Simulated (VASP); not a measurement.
A run of VASP 6.6.1 is set up as follows.

The input INCAR:

```
PREC = Accurate ; ENCUT = 520
EDIFF = 1E-7 ; ISMEAR = -1
SIGMA = 0.05 ; LREAL = False
LASPH = True ; NELM = 100
ALGO = Normal ; ISIF = 2
LWAVE = False ; LCHARG = False
LDIPOL = True ; IDIPOL = 3
DIPOL = 0.5 0.5 0.500 ; GGA = PS
NBANDS = 33
```

File KPOINTS:

```
Automatic mesh
0
Gamma
  13 10 1
```

Contents of POSCAR:

```
Pd
1.0
    2.7410560016      0.0000000000      0.0000000000
    0.0000000000      3.8764385727      0.0000000000
    0.0000000000      0.0000000000     21.4821000000
Pd
5
Direct
    0.0000000000      0.0000000000      0.3724027912
    0.5000000000      0.5000000000      0.4362013954
    0.0000000000      0.0000000000      0.5000000000
    0.5000000000      0.5000000000      0.5637986046
    0.0000000000      0.0000000000      0.6275972088
```

Potentials or basis: VASP PAW PBE potentials, release 64 (Pd).

The run is started by

```console
$ cat potpaw_PBE.64/Pd/POTCAR > POTCAR
$ mpirun -np 1 vasp_std > vasp.out
```

(1) What does it give for the largest force?

(2) Predict the band gap on the k mesh.

## Answers

(1) 0.592 eV/Å.

(2) zero (bands 25 and 26 overlap by 0.42 eV).

Caveat: the PAW data sets were made with another functional, which shifts forces and pressure a little.
